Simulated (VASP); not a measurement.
Crystal: BN (Qingsongite).

```
B N
1.0
     0.00000    1.80750    1.80750
     1.80750    0.00000    1.80750
     1.80750    1.80750    0.00000
B N
1 1
Direct
  0.00000 0.00000 0.00000
  0.25000 0.25000 0.25000
```

Program: VASP 6.6.1. Alike in all runs: task single point; no spin polarisation; cell as given; k mesh 8 × 8 × 8; cutoff (eV) 520; smearing gaussian 0.01 eV.

Question: Order these runs on this cell by their pressure, lowest first.
A. level r2SCAN; potentials or basis VASP PAW PBE potentials, release 64 (B, N)
B. level LDA; potentials or basis VASP PAW LDA potentials, release 64 (B, N)
C. level BLYP; potentials or basis VASP PAW PBE potentials, release 64 (B, N)

Answer: B (-10.1 GPa), A (-0.6 GPa), C (9.9 GPa).

Caveats: the PAW data sets were made with another functional, which shifts forces and pressure a little (some runs).
